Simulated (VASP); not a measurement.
# N (P6_3/mmc) in VASP: single point with HSE06

Aim: the single point of N with HSE06.

Everything below comes from runs of VASP 6.6.1. Logs are shortened: lines on timing, memory, paths and dates and some standing lists are left out, and cuts for length are marked.

## 1. The cell of the first run

It takes space group P6_3/mmc (No. 194, hexagonal). The conventional cell has a = 3.579 Å, b = 3.579 Å, c = 7.641 Å, α = 90.00°, β = 90.00°, γ = 120.00°. Within 1.5 Å of N (site symmetry 3m) lie 1 N at 1.09 Å.

## 2. Single point, HSE06

Input file POSCAR:

```
N
1.0
    3.5792593765      0.0000000000      0.0000000000
   -1.7896296883      3.0997295467      0.0000000000
    0.0000000000      0.0000000000      7.6409886428
N
4
Direct
    0.3333333333      0.6666666667      0.3215760740
    0.3333333333      0.6666666667      0.1784239260
    0.6666666667      0.3333333333      0.8215760740
    0.6666666667      0.3333333333      0.6784239260
```

Input file INCAR.step1:

```
PREC     = Accurate       # precision mode
ENCUT    = 520            # plane-wave cutoff, eV
EDIFF    = 1E-5           # SCF threshold, eV
ISMEAR   = -1             # smearing method
SIGMA    = 0.2            # smearing width, eV
LREAL    = F              # projectors in reciprocal space
LASPH    = T              # aspherical terms in the spheres
NELM     = 120            # most SCF steps
ALGO     = Normal         # electronic algorithm
ISIF     = 2              # what is computed and relaxed
LWAVE    = T              # write WAVECAR
LCHARG   = F              # write CHGCAR
NBANDS   = 18             # bands
GGA      = PE             # functional
GGA_COMPAT= F
```

Input file INCAR.step2:

```
PREC     = Accurate       # precision mode
ENCUT    = 520            # plane-wave cutoff, eV
EDIFF    = 1E-6           # SCF threshold, eV
ISMEAR   = -1             # smearing method
SIGMA    = 0.2            # smearing width, eV
LREAL    = F              # projectors in reciprocal space
LASPH    = T              # aspherical terms in the spheres
NELM     = 120            # most SCF steps
ALGO     = Normal         # electronic algorithm
ISIF     = 2              # what is computed and relaxed
LWAVE    = F              # write WAVECAR
LCHARG   = F              # write CHGCAR
GGA      = PE             # functional
LHFCALC  = T              # exact exchange
HFSCREEN = 0.2079         # screening, 1/A
PRECFOCK = Normal       
NBANDS   = 18             # bands
ISTART   = 1            
GGA_COMPAT= F
```

Input file KPOINTS:

```
Automatic mesh
0
Gamma
  6 6 2
```

Potentials or basis: VASP PAW PBE potentials, release 64 (N).

On the command line:

```bash
$ cat potpaw_PBE.64/N/POTCAR > POTCAR
$ cp INCAR.step1 INCAR
$ mpirun -np 1 vasp_std > vasp.out
$ cp INCAR.step2 INCAR
$ mpirun -np 1 vasp_std > vasp.out
```

OUTCAR:

```text
PREC = Accurate
   ENCUT = 520
   EDIFF = 1E-6
   ISMEAR = -1
   LREAL = F
   LASPH = T
   NELM = 120
   ISIF = 2
   GGA = PE
   LHFCALC = T
   HFSCREEN = 0.2079
   PRECFOCK = Normal
   ISTART = 1

 ion  position               nearest neighbor table
   1  0.333  0.667  0.322-   2 1.09
   2  0.333  0.667  0.178-   1 1.09
   3  0.667  0.333  0.822-   4 1.09
   4  0.667  0.333  0.678-   3 1.09

  LATTYP: Found a hexagonal cell.
 ALAT       =     3.5792593765
 C/A-ratio  =     2.1347960120

  Lattice vectors:

 A1 = (   3.5792593765,   0.0000000000,   0.0000000000)
 A2 = (  -1.7896296883,   3.0997295467,   0.0000000000)
 A3 = (   0.0000000000,   0.0000000000,   7.6409886428)

Analysis of symmetry for initial positions (statically):
=====================================================================
 Subroutine PRICEL returns:
 Original cell was already a primitive cell.

 Routine SETGRP: Setting up the symmetry group for a
 hexagonal supercell.

 Subroutine GETGRP returns: Found 24 space group operations
 (whereof 12 operations were pure point group operations)
 out of a pool of 24 trial point group operations.

The static configuration has the point symmetry D_3d.
 The point group associated with its full space group is D_6h.

Analysis of symmetry for dynamics (positions and initial velocities):
=====================================================================
 Subroutine PRICEL returns:
 Original cell was already a primitive cell.

 Routine SETGRP: Setting up the symmetry group for a
 hexagonal supercell.

 Subroutine GETGRP returns: Found 24 space group operations
 (whereof 12 operations were pure point group operations)
 out of a pool of 24 trial point group operations.

The dynamic configuration has the point symmetry D_3d.
 The point group associated with its full space group is D_6h.

 Subroutine INISYM returns: Found 24 space group operations
 (whereof 12 operations are pure point group operations),
 and found     1 'primitive' translations

----------------------------------------------------------------------------------------

                                     Primitive cell

  volume of cell :      84.7748

  direct lattice vectors                    reciprocal lattice vectors
     3.579259377  0.000000000  0.000000000     0.279387408  0.161304395  0.000000000
    -1.789629688  3.099729547  0.000000000     0.000000000  0.322608791  0.000000000
     0.000000000  0.000000000  7.640988643     0.000000000  0.000000000  0.130873117

  length of vectors
     3.579259377  3.579259376  7.640988643     0.322608791  0.322608791  0.130873117

  position of ions in fractional coordinates (direct lattice)
     0.333333333  0.666666667  0.321576074
     0.333333333  0.666666667  0.178423926
     0.666666667  0.333333333  0.821576074
     0.666666667  0.333333333  0.678423926

  ion indices of the primitive-cell ions
   primitive index   ion index
                 1           1
                 2           2
                 3           3
                 4           4

----------------------------------------------------------------------------------------

 KPOINTS: Automatic mesh

Automatic generation of k-mesh.
 Grid dimensions read from file:
 generate k-points for:    6    6    2

 Generating k-lattice:

  Cartesian coordinates                     Fractional coordinates (reciprocal lattice)
     0.046564568  0.026884066  0.000000000     0.166666667  0.000000000  0.000000000
     0.000000000  0.053768132  0.000000000     0.000000000  0.166666667  0.000000000
     0.000000000  0.000000000  0.065436558     0.000000000  0.000000000  0.500000000

  Length of vectors
     0.053768132  0.053768132  0.065436558

  Shift w.r.t. Gamma in fractional coordinates (k-lattice)
     0.000000000  0.000000000  0.000000000

 Subroutine IBZKPT returns following result:
 ===========================================

 Found     14 irreducible k-points:

 Following reciprocal coordinates:
            Coordinates               Weight
  0.000000  0.000000  0.000000      1.000000
  0.166667  0.000000  0.000000      6.000000
  0.333333  0.000000  0.000000      6.000000
  0.500000  0.000000  0.000000      3.000000
  0.166667  0.166667  0.000000      6.000000
  0.333333  0.166667  0.000000     12.000000
  0.333333  0.333333  0.000000      2.000000
  0.000000  0.000000  0.500000      1.000000
  0.166667  0.000000  0.500000      6.000000
  0.333333  0.000000  0.500000      6.000000
  0.500000  0.000000  0.500000      3.000000
  0.166667  0.166667  0.500000      6.000000
  0.333333  0.166667  0.500000     12.000000
  0.333333  0.333333  0.500000      2.000000
   k-points           NKPTS =     14   k-points in BZ     NKDIM =     72   number of bands    NBANDS=     18
   number of dos      NEDOS =    301   number of ions     NIONS =      4
   total plane-waves  NPLWV =  47040
   dimension x,y,z NGX =    28 NGY =   28 NGZ =   60
   dimension x,y,z NGXF=    56 NGYF=   56 NGZF=  120
   ions per type =               4
   NGX,Y,Z   is equivalent  to a cutoff of  13.01, 13.01, 13.05 a.u.
   NGXF,Y,Z  is equivalent  to a cutoff of  26.01, 26.01, 26.11 a.u.
 SYSTEM =  unknown system
   PREC   = accura    normal or accurate (medium, high low for compatibility)
   ISTART =      1    job   : 0-new  1-cont  2-samecut
   ICHARG =      0    charge: 1-file 2-atom 10-const
   ISPIN  =      1    spin polarized calculation?
   LNONCOLLINEAR =      F non collinear calculations
   LSORBIT =      F    spin-orbit coupling
   LASPH  =      T    aspherical Exc in radial PAW
   ENCUT  =  520.0 eV  38.22 Ry    6.18 a.u.   6.66  6.66 14.21*2*pi/ulx,y,z
   NELM   =    120;   NELMIN=  2; NELMDL=  0     # of ELM steps
   EDIFF  = 0.1E-05   stopping-criterion for ELM
   LREAL  =      F    real-space projection
   EDIFFG = 0.1E-04   stopping-criterion for IOM
   NSW    =      0    number of steps for IOM
   IBRION =     -1    ionic relax: 0-MD 1-quasi-New 2-CG
   NFREE  =      0    steps in history (QN), initial steepest desc. (CG)
   ISIF   =      2    stress and relaxation
   ISYM   =      3    0-nonsym 1-usesym 2-fastsym
   POTIM  = 0.5000    time-step for ionic-motion
   TEBEG  =    0.0;   TEEND  =   0.0 temperature during run
   PSTRESS=    0.0 pullay stress
   NELECT =      20.0000    total number of electrons
   NUPDOWN=      -1.0000    fix difference up-down
   EMIN   =  10.00;   EMAX   =-10.00  energy-range for DOS
   EFERMI =   0.00;   METHOD = LEGACY
   ISMEAR =    -1;   SIGMA  =   0.20  broadening in eV -4-tet -1-fermi 0-gaus
   EFERMI_NEDOS =   21; number of points for ismear=-14 and -15
   IALGO  =     38    algorithm
   IMIX   =      1    mixing-type and parameters
     AMIX     =   0.40;   BMIX     =  1.00
     AMIX_MAG =   1.60;   BMIX_MAG =  1.00
  volume/ion in A,a.u.               =      21.19       143.02
  Fermi-wavevector in a.u.,A,eV,Ry     =   1.011570  1.911590 13.922489  1.023274
  Thomas-Fermi vector in A             =   2.144628
   LORBIT       =      0    0 simple, 1 ext, 2 COOP (PROOUT), +10 PAW based schemes
   GGA     = PE    functional components
   LHFCALC =     T    Hartree Fock is set to
   PRECFOCK=normal    Normal, Fast or Accurate (Low or Medium for compatibility)
   ENCUT4O =  -1.0   cutoff for four orbital integrals eV
   NKREDX  =     1    reduce k-point grid by
   NKREDY  =     1    reduce k-point grid by
   NKREDZ  =     1    reduce k-point grid by
   AEXX    =    0.2500 exact exchange contribution
   HFSCREEN=    0.2079 screening length (either q_TF or 0.3 A-1)
   HFSCREENC=   0.2079 screening length for correlation (either q_TF or 0.3 A-1)
   ENCUTFOCK=  -1.0 apply spherical cutoff to Coloumb kernel
   IVDW    =     0    specifies the selected vdW correction
   LEPSILON=     F    determine dielectric tensor
   LRPA    =     F    only Hartree local field effects (RPA)
 non-spin polarized calculation
  energy-cutoff  :      520.00
  volume of cell :       84.77
 maximum number of plane-waves:      2321
 NGX is ok and might be reduce to    28
  NGX = 20; NGY = 20; NGZ = 48

 number of electron      19.9999996 magnetization

 Free energy of the ion-electron system (eV)
  ---------------------------------------------------
  ext. energy  EPLUGINS =         0.00000000
  ---------------------------------------------------
  free energy    TOTEN  =       -40.84354281 eV

  energy without entropy =      -40.84354281  energy(sigma->0) =      -40.84354281

 E-fermi :  -2.9746     XC(G=0):  -5.5943

 val. band max:       -7.6844071396   @ k =   0.1667   0.1667   0.0000
 cond. band min:       1.6210791794   @ k =   0.5000   0.0000   0.0000
 fundamental gap:      9.3054863190
 Fermi energy:        -2.9745519091

 k-point     1 :       0.0000    0.0000    0.0000
  band No.  band energies     occupation
      1     -27.6999      2.00000
      2     -27.6790      2.00000
      3     -12.0666      2.00000
      4     -11.2704      2.00000
      5      -8.9092      2.00000
      6      -8.8203      2.00000
[... 10 lines left out ...]
     17       6.8396      0.00000
     18      10.5924      0.00000

 k-point     2 :       0.1667    0.0000    0.0000
  band No.  band energies     occupation
      1     -27.6800      2.00000
      2     -27.6619      2.00000
      3     -11.9621      2.00000
      4     -11.2567      2.00000
      5      -9.2273      2.00000
      6      -9.0490      2.00000
[... 10 lines left out ...]
     17       7.6106      0.00000
     18      10.9469      0.00000

 k-point     3 :       0.3333    0.0000    0.0000
  band No.  band energies     occupation
      1     -27.6396      2.00000
      2     -27.6282      2.00000
      3     -11.7176      2.00000
      4     -11.2584      2.00000
      5      -9.5711      2.00000
      6      -9.4417      2.00000
[... 10 lines left out ...]
     17       9.0970      0.00000
     18       9.1459      0.00000

 k-point     4 :       0.5000    0.0000    0.0000
  band No.  band energies     occupation
      1     -27.6183      2.00000
      2     -27.6122      2.00000
      3     -11.5487      2.00000
      4     -11.3024      2.00000
      5      -9.7079      2.00000
      6      -9.6239      2.00000
[... 165 lines left out ...]
      4     -11.5533      2.00000
      5      -9.3368      2.00000
      6      -9.3368      2.00000
[... 10 lines left out ...]
     17       9.9348      0.00000
     18       9.9348      0.00000

 k-point    13 :       0.3333    0.1667    0.5000
  band No.  band energies     occupation
      1     -27.6154      2.00000
      2     -27.6154      2.00000
      3     -11.4416      2.00000
      4     -11.4416      2.00000
      5      -9.5336      2.00000
      6      -9.5336      2.00000
[... 10 lines left out ...]
     17       8.7400      0.00000
     18       8.7400      0.00000

 k-point    14 :       0.3333    0.3333    0.5000
  band No.  band energies     occupation
      1     -27.6061      2.00000
      2     -27.6061      2.00000
      3     -11.4033      2.00000
      4     -11.4033      2.00000
      5      -9.3866      2.00000
      6      -9.3866      2.00000
[... 10 lines left out ...]
     17       8.3080      0.00000
     18       8.3080      0.00000

------------------------ aborting loop because EDIFF is reached ----------------------------------------

  FORCE on cell =-STRESS in cart. coord.  units (eV):
  Direction    XX          YY          ZZ          XY          YZ          ZX
  --------------------------------------------------------------------------------------
  -------------------------------------------------------------------------------------
  Total        0.3292820      0.3292820      3.3702954     -0.0000000      0.0000000      0.0000000
  in kB        6.2231748      6.2231748     63.6959789     -0.0000000      0.0000000      0.0000000
  external PRESSURE =      25.3807762 kB  Pullay stress =       0.0000000 kB

 VOLUME and BASIS-vectors are now :
 -----------------------------------------------------------------------------
  energy-cutoff  :      520.00
  volume of cell :       84.77
      direct lattice vectors                 reciprocal lattice vectors
     3.579259377  0.000000000  0.000000000     0.279387408  0.161304395  0.000000000
    -1.789629688  3.099729547  0.000000000     0.000000000  0.322608791  0.000000000
     0.000000000  0.000000000  7.640988643     0.000000000  0.000000000  0.130873117

 POSITION                                       TOTAL-FORCE (eV/Angst)
 -----------------------------------------------------------------------------------
     -0.00000      2.06649      2.45716         0.000000     -0.000000      1.498752
     -0.00000      2.06649      1.36334         0.000000     -0.000000     -1.498752
      1.78963      1.03324      6.27765        -0.000000      0.000000      1.498752
      1.78963      1.03324      5.18383        -0.000000      0.000000     -1.498752
 -----------------------------------------------------------------------------------
    total drift:                                0.000000     -0.000000     -0.000000

  FREE ENERGIE OF THE ION-ELECTRON SYSTEM (eV)
  ---------------------------------------------------
  free  energy   TOTEN  =       -40.8435428093 eV

  energy  without entropy=      -40.8435428087  energy(sigma->0) =      -40.84354281
```

Run time: 17 min. Hardware: 1 thread of Intel Xeon 6975P-C (Granite Rapids), shared host; peak memory 0.3 GiB.

Results:

| Quantity | Value |
| --- | --- |
| Free energy | -40.8435 eV |
| Pressure | 2.5 GPa |
| Largest force | 1.499 eV/Å |
| Band gap on the k mesh | 9.31 eV (least direct gap 9.36 eV) |

Forces on the atoms (eV/Å):
```
N    0.000  0.000  1.499
N    0.000  0.000 -1.499
N    0.000  0.000  1.499
N    0.000  0.000 -1.499
```

Levels at points of the mesh, in eV from the valence-band top:
```tsv
k point	band 7	band 8	band 9	band 10	band 11	band 12	band 13	band 14
(0.00, 0.00, 0.00)	-1.14	-1.09	-1.09	-0.06	10.99	10.99	11.29	11.29
(0.50, 0.00, 0.00)	-1.34	-1.24	-0.41	-0.05	9.31	10.06	10.54	11.21
(0.00, 0.00, 0.50)	-1.11	-1.11	-0.59	-0.59	11.13	11.13	11.13	11.13
(0.50, 0.00, 0.50)	-1.29	-1.29	-0.26	-0.26	9.69	9.69	10.86	10.86
```

Caveat: the standard files for N, O and F lose accuracy on very short bonds; the stress differs along the axes, from 1 to 6 GPa; this functional lacks dispersion, which holds the molecules together, so the pressure and a relaxed volume are unreliable; the PAW data sets were made with another functional, which shifts forces and pressure a little. A k mesh can miss the band edges.
